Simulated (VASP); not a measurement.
# P (Cmmm) in VASP: a series of runs, part 2 of 2

VASP 6.6.1. Earlier steps stand in the parts before.

### Step 3. Single point, PBE

This run uses another cell than the first one, of 20.40 Å³/atom.

Contents of INCAR:

```
  ALGO = Normal
  EDIFF = 1E-7
  ENCUT = 520
  GGA = PE
  ISIF = 2
  ISMEAR = 0
  LASPH = T
  LCHARG = F
  LREAL = F
  LWAVE = F
  NBANDS = 8
  NELM = 60
  PREC = Accurate
  SIGMA = 0.1
```

Contents of KPOINTS:

```
k-points
0
Gamma
  6 6 6
```

Contents of POSCAR:

```
P
1.0
    1.4759891400     -2.6300385300      0.0000000000
    1.4759891400      2.6300385300      0.0000000000
    0.0000000000      0.0000000000      2.6271564500
P
1
Direct
    0.0000000000      0.0000000000      0.0000000000
```

Potentials or basis: VASP PAW PBE potentials, release 64 (P).

On the command line:

```bash
$ cat potpaw_PBE.64/P/POTCAR > POTCAR
$ mpirun -np 1 vasp_std > vasp.out
```

OUTCAR:

```text
EDIFF = 1E-7
   ENCUT = 520
   GGA = PE
   ISIF = 2
   ISMEAR = 0
   LASPH = T
   LREAL = F
   NELM = 60
   PREC = Accurate

 ion  position               nearest neighbor table
   1  0.000  0.000  0.000-

  LATTYP: Found a base centered orthorhombic cell.
 ALAT       =     2.9519782800
 B/A-ratio  =     1.7818820334
 C/A-ratio  =     0.8899646951

  Lattice vectors:

 A1 = (   1.4759891400,  -2.6300385300,   0.0000000000)
 A2 = (   1.4759891400,   2.6300385300,   0.0000000000)
[... 444 lines left out ...]
      8      20.6979      0.00000

 [... further k-points ...]

------------------------ aborting loop because EDIFF is reached ----------------------------------------

  FORCE on cell =-STRESS in cart. coord.  units (eV):
  Direction    XX          YY          ZZ          XY          YZ          ZX
  --------------------------------------------------------------------------------------
  -------------------------------------------------------------------------------------
  Total       -1.7918547     -1.8899004     -1.8738867      0.0000000      0.0000000      0.0000000
  in kB     -140.7512183   -148.4527623   -147.1948842      0.0000000      0.0000000      0.0000000
  external PRESSURE =    -145.4662883 kB  Pullay stress =       0.0000000 kB

 VOLUME and BASIS-vectors are now :
 -----------------------------------------------------------------------------
  energy-cutoff  :      520.00
  volume of cell :       20.40
      direct lattice vectors                 reciprocal lattice vectors
     1.475989140 -2.630038530  0.000000000     0.338755880 -0.190111283  0.000000000
     1.475989140  2.630038530  0.000000000     0.338755880  0.190111283  0.000000000
     0.000000000  0.000000000  2.627156450     0.000000000  0.000000000  0.380639684

 POSITION                                       TOTAL-FORCE (eV/Angst)
 -----------------------------------------------------------------------------------
      0.00000      0.00000      0.00000        -0.000000      0.000000      0.000000
 -----------------------------------------------------------------------------------
    total drift:                               -0.000000      0.000000      0.000000

  FREE ENERGIE OF THE ION-ELECTRON SYSTEM (eV)
  ---------------------------------------------------
  free  energy   TOTEN  =        -4.6126660587 eV

  energy  without entropy=       -4.6124414990  energy(sigma->0) =       -4.61255378
```

Run time: 4.1 s. Hardware: 1 thread of AMD EPYC 9R45 (Zen 5), shared host; peak memory 0.1 GiB.

What came out:

- Free energy: -4.6127 eV
- Pressure: -14.5 GPa
- Band gap on the k mesh: zero (an odd number of electrons rules out a gap without spin polarisation)

Stress tensor (GPa, compression positive):
```
-14.08   0.00   0.00
  0.00 -14.85   0.00
  0.00   0.00 -14.72
```

Caveat: the k points lie up to 0.41 Å⁻¹ apart, too coarse for converged energies and pressures of a metal.

### Step 4. Relaxation of cell and atoms, PBE

This run uses another cell than the first one, of 20.40 Å³/atom.

Contents of INCAR:

```
PREC = Accurate
ENCUT = 600
EDIFF = 1E-6
ISMEAR = 0
SIGMA = 0.1
LREAL = F
LASPH = T
NELM = 80
ALGO = Normal
ISIF = 3
LWAVE = F
LCHARG = F
GGA = PE
IBRION = 2
NSW = 90
EDIFFG = -0.04
```

Contents of KPOINTS:

```
regular mesh
0
Gamma
  6 6 6
```

POSCAR is that of step 3.

On the command line:

```bash
$ cat potpaw_PBE.64/P/POTCAR > POTCAR
$ mpirun -np 1 vasp_std > vasp.out
```

It took 18 s on 1 thread of AMD EPYC 9R45 (Zen 5), shared host; peak memory 0.11 GiB.

Results (log left out):

| Quantity | Value |
| --- | --- |
| Free energy | -4.9297 eV |
| Relaxed volume | 14.54 Å³/atom |
| Relaxed cell | a = 2.594 Å, b = 2.594 Å, c = 2.493 Å, α = 90.00°, β = 90.00°, γ = 119.95° |
| Space group after relaxing (to 0.1 Å) | P6/mmm (No. 191) |
| Energy gained by relaxing | 316.9 meV/atom |
| Ionic steps | 11 |
| Pressure after relaxing | 0.1 GPa |
| Band gap on the k mesh | zero (an odd number of electrons rules out a gap without spin polarisation) |

Stress tensor (GPa, compression positive):
```
 0.02  0.00  0.00
 0.00  0.24  0.00
 0.00  0.00 -0.05
```

Step by step:
| step | energy change (eV) | largest force (eV/Å) | pressure (GPa) | volume (Å³) |
| --- | --- | --- | --- | --- |
| 1 | 0.0000 | 0.0000 | -14.55 | 20.40 |
| 2 | -0.2887 | 0.0000 | -1.20 | 15.40 |
| 3 | -0.2893 | 0.0000 | 0.05 | 15.19 |
| 4 | -0.3059 | 0.0000 | 0.33 | 14.70 |
| 5 | -0.3115 | 0.0000 | 0.64 | 14.44 |
| 6 | -0.3117 | 0.0000 | 0.11 | 14.53 |
| 7 | -0.3121 | 0.0000 | 0.35 | 14.49 |
| 8 | -0.3158 | 0.0000 | 0.28 | 14.50 |
| 9 | -0.3158 | 0.0000 | 0.29 | 14.50 |
| 10 | -0.3165 | 0.0000 | -0.05 | 14.56 |
| 11 | -0.3169 | 0.0000 | 0.07 | 14.54 |

Final structure:
```
P
1.0
     1.29817   -2.24602    0.00000
     1.29817    2.24602    0.00000
     0.00000    0.00000    2.49303
P
1
Cartesian
  0.0000 0.0000 0.0000
```

Levels at points of the mesh, in eV from the Fermi level:
```tsv
k point	band 1	band 2	band 3	band 4	band 5
(0.00, 0.00, 0.00)	-16.62	4.12	6.47	6.49	6.55
(0.50, 0.00, 0.00)	-10.87	-8.42	2.29	5.76	7.79
(0.50, 0.50, 0.00)	-10.86	-8.41	2.26	5.74	7.80
(0.00, 0.00, 0.50)	-12.71	-8.69	8.80	8.82	13.92
(0.50, 0.00, 0.50)	-6.44	-5.37	-4.25	1.33	4.85
(0.50, 0.50, 0.50)	-6.43	-5.37	-4.24	1.34	4.82
```

Caveat: the k points lie up to 0.47 Å⁻¹ apart in the final cell, too coarse for converged energies and pressures of a metal; the volume moved by over 15 % at a fixed basis, so the end points are rough.

### Step 5. Relaxation of cell and atoms, PBE

Contents of INCAR:

```
SYSTEM = P
PREC     = Accurate       ! precision mode
ENCUT    = 600            ! plane-wave cutoff, eV
EDIFF    = 1E-6           ! SCF threshold, eV
ISMEAR   = 0              ! smearing method
SIGMA    = 0.1            ! smearing width, eV
LREAL    = .FALSE.        ! projectors in reciprocal space
LASPH    = .TRUE.         ! aspherical terms in the spheres
NELM     = 80             ! most SCF steps
ALGO     = Normal         ! electronic algorithm
ISIF     = 3              ! what is computed and relaxed
LWAVE    = .FALSE.        ! write WAVECAR
LCHARG   = .FALSE.        ! write CHGCAR
GGA      = PE             ! functional
IBRION   = 2              ! ionic algorithm
NSW      = 100            ! ionic steps
EDIFFG   = -0.01          ! ionic threshold
```

Contents of KPOINTS:

```
Automatic mesh
0
G
  24 24 22
  0 0 0
```

Contents of POSCAR:

```
P
1.0
    1.2977133487     -2.3644405737      0.0000000000
    1.2977133487      2.3644405737      0.0000000000
    0.0000000000      0.0000000000      2.4526565307
P
1
Direct
    0.0000000000      0.0000000000      0.0000000000
```

On the command line:

```bash
$ cat potpaw_PBE.64/P/POTCAR > POTCAR
$ mpirun -np 1 vasp_std > vasp.out
```

Run time: 14 min. Hardware: 1 thread of AMD EPYC 9R45 (Zen 5), shared host; peak memory 0.27 GiB.

It converged, with:

```yaml
Free_energy: -4.9321 eV
Relaxed_volume: 14.75 Å³/atom
Relaxed_cell: a = 2.708 Å, b = 2.708 Å, c = 2.454 Å, α = 90.00°, β = 90.00°, γ = 124.93°
Space_group_after_relaxing_to_0.1_Å: Cmmm (No. 65)
Energy_gained_by_relaxing: 6.4 meV/atom
Ionic_steps: 26
Pressure_after_relaxing: 0.0 GPa
Band_gap_on_the_k_mesh: zero (an odd number of electrons rules out a gap without spin polarisation)
```

Step by step:
```tsv
step	energy change (eV)	largest force (eV/Å)	pressure (GPa)	volume (Å³)
1	0.0000	0.0000	-2.05	15.05
2	-0.0036	0.0000	0.55	14.64
3	-0.0036	0.0000	0.32	14.67
4	-0.0040	0.0000	0.11	14.70
5	-0.0040	0.0000	-0.02	14.73
6	-0.0044	0.0000	-0.11	14.75
7	-0.0048	0.0000	-0.26	14.78
8	-0.0049	0.0000	-0.52	14.83
9	-0.0050	0.0000	-0.38	14.80
10	-0.0052	0.0000	-0.37	14.80
11	-0.0058	0.0000	-0.32	14.80
12	-0.0059	0.0000	-0.14	14.80
13	-0.0059	0.0000	-0.18	14.80
14	-0.0062	0.0000	-0.15	14.79
15	-0.0064	0.0000	0.00	14.76
16	-0.0064	0.0000	-0.02	14.76
17	-0.0064	0.0000	-0.02	14.76
18	-0.0064	0.0000	-0.01	14.76
19	-0.0064	0.0000	0.01	14.76
20	-0.0064	0.0000	0.04	14.75
21	-0.0064	0.0000	0.12	14.73
22	-0.0064	0.0000	0.06	14.75
23	-0.0064	0.0000	0.07	14.74
24	-0.0064	0.0000	0.08	14.74
25	-0.0064	0.0000	0.07	14.74
26	-0.0064	0.0000	-0.01	14.75
```

Final structure:
```yaml
crystal:
  lattice:
    - [1.25191, -2.40129, 0.00000]
    - [1.25191, 2.40129, 0.00000]
    - [0.00000, 0.00000, 2.45408]
  atoms:
    - { symbol: P, position: [0.00000, 0.00000, 0.00000] }
```

Levels at points of the mesh, in eV from the Fermi level:
```csv
k point,band 1,band 2,band 3,band 4,band 5,band 6
"(0.00, 0.00, 0.00)",-16.36,4.76,4.96,6.87,7.05,9.76
"(0.50, 0.00, 0.00)",-10.47,-8.07,1.24,5.08,8.67,14.66
"(0.50, 0.50, 0.00)",-11.89,-8.31,3.97,6.87,7.75,14.04
"(0.00, 0.00, 0.50)",-12.11,-8.55,7.40,9.59,12.35,14.19
"(0.50, 0.00, 0.50)",-5.58,-4.80,-4.07,1.65,4.08,9.40
"(0.50, 0.50, 0.50)",-7.25,-5.07,-4.92,1.23,6.74,11.61
```

### Step 6. The runs side by side

```csv
task,cell,k mesh,cutoff (eV),gap on the mesh (eV),pressure (GPa),relaxed volume (Å³/atom)
single point,"a = 2.697, b = 2.697, c = 2.453 Å, angles 90.0, 90.0, 122.5°, 1 atom",6 × 6 × 6,520,none,-0.1,-
single point,"a = 3.016, b = 3.016, c = 2.627 Å, angles 90.0, 90.0, 121.4°, 1 atom",6 × 6 × 6,520,none,-14.5,-
relaxation of cell and atoms,"relaxed from a = 3.016, b = 3.016, c = 2.627 Å, angles 90.0, 90.0, 121.4°, 1 atom",6 × 6 × 6,600,none,0.1,14.54
relaxation of cell and atoms,"relaxed from a = 2.697, b = 2.697, c = 2.453 Å, angles 90.0, 90.0, 122.5°, 1 atom",24 × 24 × 22,600,none,0.0,14.75
```

Alike in all rows: level PBE; potentials or basis VASP PAW PBE potentials, release 64 (P); no spin polarisation; smearing gaussian 0.1 eV.

Caveats: some runs use coarse meshes; the volume moved by over 15 % at a fixed basis, so the end points are rough (at least some runs).

Absolute energies hang on the potentials; compare differences alone.
